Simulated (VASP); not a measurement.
A run of VASP 6.6.1 is set up as follows.

File INCAR:

```
  PREC = Accurate
  ENCUT = 600
  EDIFF = 1E-6
  ISMEAR = -1
  SIGMA = 0.15
  LREAL = F
  LASPH = T
  NELM = 120
  ALGO = Normal
  ISIF = 2
  LWAVE = F
  LCHARG = F
  NBANDS = 33
  GGA_COMPAT = F
```

KPOINTS

```
Automatic mesh
0
Gamma
  3 3 3
```

The input POSCAR:

```
Sr3BiN
1.0
    5.2349399300      0.0000000000      0.0000000000
    0.0000000000      5.2349399300      0.0000000000
    0.0000000000      0.0000000000      5.2349399300
Sr Bi N
3 1 1
Direct
    0.5000000010      0.5000000010      0.0000000000
    0.0000000000      0.5000000010      0.5000000010
    0.5000000010      0.0000000000      0.5000000010
    0.0000000000      0.0000000000      0.0000000000
    0.5000000010      0.5000000010      0.5000000010
```

Potentials or basis: VASP PAW LDA potentials, release 64 (Sr_sv, Bi_d, N).

Command:

```sh
$ cat potpaw_LDA.64/Sr_sv/POTCAR potpaw_LDA.64/Bi_d/POTCAR potpaw_LDA.64/N/POTCAR > POTCAR
$ mpirun -np 1 vasp_std > vasp.out
```

Problem. Estimate the pressure.

Solution. -3.0 GPa.

Problem. Predict the band gap on the k mesh.

Solution. 0.26 eV.

Caveat: the cell stands under tension; spin-orbit coupling is left out, which moves the levels of the heavy elements.
